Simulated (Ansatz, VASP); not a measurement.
MgO2 in VASP and in Ansatz

POSCAR

```
MgO2
1.0
    4.8341733752      0.0000000000      0.0000000000
    0.0000000000      4.8341733752      0.0000000000
    0.0000000000      0.0000000000      4.8341733752
Mg O
4 8
Direct
    0.0000000000      0.5000000000      0.5000000000
    0.5000000000      0.5000000000      0.0000000000
    0.5000000000      0.0000000000      0.5000000000
    0.0000000000      0.0000000000      0.0000000000
    0.4111698607      0.0888301393      0.9111698607
    0.0888301393      0.9111698607      0.4111698607
    0.9111698607      0.4111698607      0.0888301393
    0.5888301393      0.5888301393      0.5888301393
    0.4111698607      0.4111698607      0.4111698607
    0.0888301393      0.5888301393      0.9111698607
    0.9111698607      0.0888301393      0.5888301393
    0.5888301393      0.9111698607      0.0888301393
```

The input INCAR.step1:

```
SYSTEM = MgO2
PREC = Accurate
ENCUT = 520
ISMEAR = 0
SIGMA = 0.02
LREAL = .False.
LASPH = .True.
NELM = 60
NBANDS = 40
GGA = PE
ALGO = Normal
EDIFF = 1E-4
LWAVE = .True.
LCHARG = .False.
```

Contents of INCAR.step2:

```
SYSTEM = MgO2
PREC = Accurate
ENCUT = 520
EDIFF = 1E-6
ISMEAR = 0
SIGMA = 0.02
LREAL = .False.
LASPH = .True.
NELM = 60
ALGO = Normal
ISIF = 2
LWAVE = .False.
LCHARG = .False.
METAGGA = R2SCAN
LMIXTAU = .True.
NBANDS = 40
ISTART = 1
```

KPOINTS

```
regular mesh
0
Gamma
  6 6 6
  0 0 0
```

Input for Ansatz:

```yaml
crystal:
  lattice:
    - [4.8341733752, 0.0, 0.0]
    - [0.0, 4.8341733752, 0.0]
    - [0.0, 0.0, 4.8341733752]
  atoms:
    - { symbol: Mg, position: [0.0, 0.5, 0.5] }
    - { symbol: Mg, position: [0.5, 0.5, 0.0] }
    - { symbol: Mg, position: [0.5, 0.0, 0.5] }
    - { symbol: Mg, position: [0.0, 0.0, 0.0] }
    - { symbol: O, position: [0.4111698607, 0.0888301393, 0.9111698607] }
    - { symbol: O, position: [0.0888301393, 0.9111698607, 0.4111698607] }
    - { symbol: O, position: [0.9111698607, 0.4111698607, 0.0888301393] }
    - { symbol: O, position: [0.5888301393, 0.5888301393, 0.5888301393] }
    - { symbol: O, position: [0.4111698607, 0.4111698607, 0.4111698607] }
    - { symbol: O, position: [0.0888301393, 0.5888301393, 0.9111698607] }
    - { symbol: O, position: [0.9111698607, 0.0888301393, 0.5888301393] }
    - { symbol: O, position: [0.5888301393, 0.9111698607, 0.0888301393] }
basis:
  ecutwfc: 500
kpoints:
  mp_grid: { grid: [6, 6, 6] }
  band_path:
    path:
      - [[0.0, 0.0, 0.0], [0.0, 0.5, 0.0], [0.5, 0.5, 0.0], [0.0, 0.0, 0.0], [0.5, 0.5, 0.5], [0.0, 0.5, 0.0]]
      - [[0.5, 0.5, 0.5], [0.5, 0.5, 0.0], [0.5, 0.0, 0.0]]
    npoints: 10
hamiltonian:
  xc: r2scan
scf:
  occupations: { method: gaussian, width: 0.02 }
  n_extra_bands: 30
output:
  forces: true
  stress: true
  eigenvalues: true
  populations: true
  dos: { projected: true, de: 0.02, nscf_kmesh: { grid: [9, 9, 9] } }
  bader: false
  write_density: true
  write_potential: true
  elf: true
  volumetric_format: npy
```

Alike in both runs: task single point; functional r2SCAN; k mesh 6 × 6 × 6; occupations gaussian, width 0.02 eV; no spin polarisation.

|  | VASP | Ansatz |
| --- | --- | --- |
| version | VASP 6.6.1 | Ansatz 0.2.0 |
| potentials or method | VASP PAW PBE potentials, release 64 (Mg, O), cutoff 520 eV | scalar-relativistic, plane waves, PAW |
| valence electrons in the cell | 56 | 88 |

|  | VASP | Ansatz | Ansatz less VASP |
| --- | --- | --- | --- |
| gap on the k mesh at the Fermi level (eV) | 4.68 | 4.71 | +0.035 |
| least direct gap on the mesh (eV) | 4.81 | 4.84 | +0.035 |
| pressure (GPa) | -0.3 | 0.0 | +0.29 |
| rms of the force components (eV/Å) | 0.129 | 0.001 | -0.1278 |

VASP's potentials were made for PBE, not for r2SCAN. Atom by atom the forces differ by 0.128 eV/Å (rms over components). One of these differences is far larger than is usual between the two programs; its cause wasn't traced. VASP's potentials hold 56 valence electrons a cell and Ansatz's 88, so a difference there can come from the potentials and not from the codes.
